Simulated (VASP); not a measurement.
Wanted: the native input for a VASP 6.6.1 run.

| Property | Result |
| --- | --- |
| Task | single point |
| Functional | r2SCAN |
| Potentials or basis | VASP PAW PBE potentials, release 64 (Si, Ge_d) |
| Cutoff | 520 eV |
| k mesh | 6 × 6 × 2 |
| Occupations | fermi-dirac, width 0.02 eV |
| Spin | no spin polarisation |
| Dipole correction | no |
| Further INCAR settings | ALGO = Normal; EDIFF = 1e-07; NBANDS = 41 |

Crystal: SiGe2.

```
Si Ge
1.0
     3.95380    0.00000    0.00000
    -1.97690    3.42409    0.00000
     0.00000    0.00000    9.65635
Si Ge
2 4
Direct
  0.33333 0.66667 0.70830
  0.66667 0.33333 0.29170
  0.00000 0.00000 0.37249
  0.66667 0.33333 0.04375
  0.00000 0.00000 0.62751
  0.33333 0.66667 0.95625
```

One way to write it, as run:

POSCAR

```
SiGe2
1.0
    3.9537998196      0.0000000000      0.0000000000
   -1.9768999098      3.4240910852      0.0000000000
    0.0000000000      0.0000000000      9.6563533261
Si Ge
2 4
Direct
    0.3333333333      0.6666666667      0.7083000368
    0.6666666667      0.3333333333      0.2916999632
    0.0000000000      0.0000000000      0.3724908059
    0.6666666667      0.3333333333      0.0437517615
    0.0000000000      0.0000000000      0.6275091941
    0.3333333333      0.6666666667      0.9562482385
```

INCAR.step1

```
  PREC = Accurate
  ENCUT = 520
  ISMEAR = -1
  SIGMA = 0.02
  LREAL = F
  LASPH = T
  NELM = 60
  NBANDS = 41
  GGA = PE
  ALGO = Normal
  EDIFF = 1E-4
  LWAVE = T
  LCHARG = F
```

INCAR.step2

```
  PREC = Accurate
  ENCUT = 520
  EDIFF = 1E-7
  ISMEAR = -1
  SIGMA = 0.02
  LREAL = F
  LASPH = T
  NELM = 60
  ALGO = Normal
  ISIF = 2
  LWAVE = F
  LCHARG = F
  METAGGA = R2SCAN
  LMIXTAU = T
  NBANDS = 41
  ISTART = 1
```

KPOINTS

```
Automatic mesh
0
Gamma
  6 6 2
```

Potentials or basis: VASP PAW PBE potentials, release 64 (Si, Ge_d).

Launch:

```bash
$ cat potpaw_PBE.64/Si/POTCAR potpaw_PBE.64/Ge_d/POTCAR > POTCAR
$ cp INCAR.step1 INCAR
$ mpirun -np 1 vasp_std > vasp.out
$ cp INCAR.step2 INCAR
$ mpirun -np 1 vasp_std > vasp.out
```

It gave:

The pressure is 0.0 GPa. The largest force is 0.021 eV/Å. The band gap on the k mesh is 0.89 eV, indirect (least direct gap 1.01 eV).

Caveat: the PAW data sets were made with another functional, which shifts forces and pressure a little.

Wall time 4.1 min on 1 thread of Oxide Virtual Turin-like Processor, with other jobs on the host, peak memory 0.24 GiB.
